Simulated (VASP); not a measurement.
# AlNi3 (Pm-3m) in VASP: further runs, part 2 of 2

VASP 6.6.1.

## 5. Single point, PBE, collinear spin, ferromagnetic start

This run uses another cell than the first one, of 10.93 Å³/atom, 0.962 times its volume.

The input, INCAR:

```
SYSTEM = AlNi3
  ALGO = Normal
  EDIFF = 1E-7
  ENCUT = 520
  GGA = PE
  ISIF = 2
  ISMEAR = -1
  ISPIN = 2
  LASPH = .True.
  LCHARG = .False.
  LMAXMIX = 4
  LORBIT = 11
  LREAL = .False.
  LWAVE = .False.
  MAGMOM = 1 1 1 0
  NBANDS = 28
  NELM = 150
  PREC = Accurate
  SIGMA = 0.05
```

The input, KPOINTS:

```
k-points
0
Gamma
  4 4 4
  0 0 0
```

The input, POSCAR:

```
AlNi3
1.0
    3.5230547267      0.0000000000      0.0000000000
    0.0000000000      3.5230547267      0.0000000000
    0.0000000000      0.0000000000      3.5230547267
Ni Al
3 1
Direct
    0.5000000000      0.5000000000      0.0000000000
    0.5000000000      0.0000000000      0.5000000000
    0.0000000000      0.5000000000      0.5000000000
    0.0000000000      0.0000000000      0.0000000000
```

Potentials or basis: VASP PAW PBE potentials, release 64 (Ni, Al).

Run with:

```sh
cat potpaw_PBE.64/Ni/POTCAR potpaw_PBE.64/Al/POTCAR > POTCAR
mpirun -np 1 vasp_std > vasp.out
```

OUTCAR:

```text
SYSTEM = AlNi3
   EDIFF = 1E-7
   ENCUT = 520
   GGA = PE
   ISIF = 2
   ISMEAR = -1
   ISPIN = 2
   LASPH = .True.
   LORBIT = 11
   LREAL = .False.
   NELM = 150
   PREC = Accurate

 ion  position               nearest neighbor table
   1  0.500  0.500  0.000-   2 2.49   3 2.49   4 2.49   2 2.49   3 2.49   2 2.49   4 2.49   2 2.49
                             3 2.49   4 2.49   3 2.49   4 2.49
   2  0.500  0.000  0.500-   1 2.49   3 2.49   4 2.49   1 2.49   4 2.49   1 2.49   3 2.49   1 2.49
                             3 2.49   4 2.49   4 2.49   3 2.49
   3  0.000  0.500  0.500-   1 2.49   2 2.49   4 2.49   1 2.49   4 2.49   2 2.49   4 2.49   4 2.49
                             1 2.49   2 2.49   1 2.49   2 2.49
   4  0.000  0.000  0.000-   1 2.49   2 2.49   3 2.49   2 2.49   3 2.49   1 2.49   3 2.49   3 2.49
[... 838 lines left out ...]

 POSITION                                       TOTAL-FORCE (eV/Angst)
 -----------------------------------------------------------------------------------
      1.76153      1.76153      0.00000         0.000000      0.000000      0.000000
      1.76153      0.00000      1.76153         0.000000      0.000000      0.000000
      0.00000      1.76153      1.76153         0.000000      0.000000      0.000000
      0.00000      0.00000      0.00000         0.000000      0.000000      0.000000
 -----------------------------------------------------------------------------------
    total drift:                                0.000000      0.000000      0.000000

  FREE ENERGIE OF THE ION-ELECTRON SYSTEM (eV)
  ---------------------------------------------------
  free  energy   TOTEN  =       -21.9426152612 eV

  energy  without entropy=      -21.9099511431  energy(sigma->0) =      -21.92628320

 total charge

# of ion       s       p       d       tot
------------------------------------------
    1        0.506   0.541   8.404   9.450
    2        0.506   0.541   8.404   9.450
    3        0.506   0.541   8.404   9.450
    4        0.408   0.408   0.000   0.817
--------------------------------------------------
tot          1.926   2.030  25.212  29.168

 magnetization (x)

# of ion       s       p       d       tot
------------------------------------------
    1       -0.000  -0.000   0.000   0.000
    2       -0.000  -0.000   0.000   0.000
    3       -0.000  -0.000   0.000   0.000
    4        0.000  -0.000   0.000  -0.000
--------------------------------------------------
tot         -0.000  -0.000   0.001   0.001
```

OSZICAR:

```text
N       E                     dE             d eps       ncg     rms          rms(c)
DAV:   1     0.200940336621E+03    0.20094E+03   -0.14256E+04  1136   0.155E+03
DAV:   2    -0.129688617573E+02   -0.21391E+03   -0.19725E+03  1124   0.295E+02
DAV:   3    -0.256787236462E+02   -0.12710E+02   -0.11963E+02  1236   0.910E+01
DAV:   4    -0.259034250030E+02   -0.22470E+00   -0.22438E+00  1328   0.115E+01
DAV:   5    -0.259116665241E+02   -0.82415E-02   -0.82407E-02  1344   0.195E+00    0.205E+01
DAV:   6    -0.266180314055E+02   -0.70636E+00   -0.31836E+01  1308   0.992E+01    0.206E+01
DAV:   7    -0.220078675134E+02    0.46102E+01   -0.11533E+01  1340   0.543E+01    0.258E+00
DAV:   8    -0.219651696723E+02    0.42698E-01   -0.19159E-01  1288   0.298E+00    0.148E+00
DAV:   9    -0.219441172462E+02    0.21052E-01   -0.14754E-02  1536   0.153E+00    0.448E-01
DAV:  10    -0.219426896514E+02    0.14276E-02   -0.16040E-03  1456   0.347E-01    0.183E-01
DAV:  11    -0.219426028107E+02    0.86841E-04   -0.16268E-04  1360   0.143E-01    0.744E-02
DAV:  12    -0.219426173618E+02   -0.14551E-04   -0.34290E-05  1368   0.777E-02    0.389E-02
DAV:  13    -0.219426185377E+02   -0.11759E-05   -0.60524E-06  1492   0.254E-02    0.162E-02
DAV:  14    -0.219426159030E+02    0.26347E-05   -0.77982E-07  1404   0.112E-02    0.698E-03
DAV:  15    -0.219426152169E+02    0.68608E-06   -0.29786E-07  1232   0.756E-03    0.318E-03
DAV:  16    -0.219426152612E+02   -0.44232E-07   -0.54826E-08   624   0.276E-03
   1 F= -.21942615E+02 E0= -.21926283E+02  d E =-.326641E-01  mag=     0.0005
```

stdout:

```text
POSCAR found type information on POSCAR NiAl
 POSCAR found :  2 types and       4 ions
 scaLAPACK will be used
 LDA part: xc-table for (Slater+PW92), standard interpolation
 POSCAR, INCAR and KPOINTS ok, starting setup
 FFT: planning ... GRIDC
 FFT: planning ... GRID_SOFT
 FFT: planning ... GRID
 WAVECAR not read
 entering main loop
```

Wall time 56 s (1 thread of AMD EPYC 7R13, shared host); peak memory 0.15 GiB.

What came out:

```yaml
Free_energy: -21.9426 eV
Pressure: 6.7 GPa
Net_moment: 0.00 μB per cell
Valence_electrons_inside_the_program's_atomic_spheres: Ni 9.45; Al 0.82
```

Caveat: the k points lie up to 0.45 Å⁻¹ apart.

## 6. Single point, PBEsol, collinear spin, ferromagnetic start

This run uses another cell than the first one, of 10.93 Å³/atom, 0.962 times its volume.

The input, INCAR:

```
ALGO = Normal
EDIFF = 1E-6
ENCUT = 520
GGA = PS
ISIF = 2
ISMEAR = -1
ISPIN = 2
LASPH = T
LCHARG = F
LMAXMIX = 4
LORBIT = 11
LREAL = F
LWAVE = F
MAGMOM = 1 1 1 0
NBANDS = 28
NELM = 150
PREC = Accurate
SIGMA = 0.05
```

The input, KPOINTS:

```
k-points
0
Gamma
  4 4 4
```

POSCAR is that of step 5.

Potentials or basis: VASP PAW PBE potentials, release 64 (Ni, Al).

Run with:

```sh
cat potpaw_PBE.64/Ni/POTCAR potpaw_PBE.64/Al/POTCAR > POTCAR
mpirun -np 1 vasp_std > vasp.out
```

It took 42 s on 1 thread of AMD EPYC 7R13, shared host; peak memory 0.15 GiB.

Results (log left out):

```
Free energy                                           : -24.3778 eV
Pressure                                              : -1.1 GPa
Net moment                                            : 0.00 μB per cell
Valence electrons inside the program's atomic spheres : Ni 9.46; Al 0.81
```

Levels at points of the mesh, in eV from the Fermi level:
Spin up:
```csv
k point,band 14,band 15,band 16,band 17,band 18,band 19
"(0.00, 0.00, 0.00)",0.15,0.15,0.15,0.82,0.82,0.82
"(0.50, 0.00, 0.00)",-1.11,-0.96,-0.40,0.15,5.66,5.66
"(0.50, 0.50, 0.00)",-1.18,-0.90,-0.81,-0.53,1.03,1.03
"(0.50, 0.50, 0.50)",-1.01,-1.01,-0.28,-0.06,-0.06,-0.06
```
Spin down:
```
           k point  band 14  band 15  band 16  band 17  band 18  band 19
(0.00, 0.00, 0.00)     0.15     0.15     0.15     0.82     0.82     0.82
(0.50, 0.00, 0.00)    -1.11    -0.96    -0.40     0.15     5.66     5.66
(0.50, 0.50, 0.00)    -1.18    -0.90    -0.81    -0.53     1.03     1.03
(0.50, 0.50, 0.50)    -1.01    -1.01    -0.28    -0.06    -0.06    -0.06
```

Caveat: the k points lie up to 0.45 Å⁻¹ apart; the PAW data sets were made with another functional, which shifts forces and pressure a little.

## 7. Summary

```csv
level,potentials or basis,cell,k mesh,gap on the mesh (eV),pressure (GPa),moment (μB)
LDA,"VASP PAW LDA potentials, release 64 (Ni, Al)","a = 3.569 Å, 4 atoms",8 × 8 × 8,none,-13.8,0.45
LDA,"VASP PAW LDA potentials, release 64 (Ni, Al)","a = 3.592 Å, 4 atoms",8 × 8 × 8,none,-16.5,0.48
LDA,"VASP PAW LDA potentials, release 64 (Ni, Al)","a = 3.523 Å, 4 atoms",4 × 4 × 4,none,-7.6,0.00
PBE,"VASP PAW PBE potentials, release 64 (Ni, Al)","a = 3.523 Å, 4 atoms",4 × 4 × 4,none,6.7,0.00
PBEsol,"VASP PAW PBE potentials, release 64 (Ni, Al)","a = 3.523 Å, 4 atoms",4 × 4 × 4,none,-1.1,0.00
```

Alike in all rows: task single point; spin collinear, ferromagnetic start; cutoff (eV) 520; smearing fermi-dirac 0.05 eV.

Caveats: some runs use coarse meshes; the PAW data sets were made with another functional, which shifts forces and pressure a little (some runs).

Absolute energies hang on the potentials; compare differences alone.
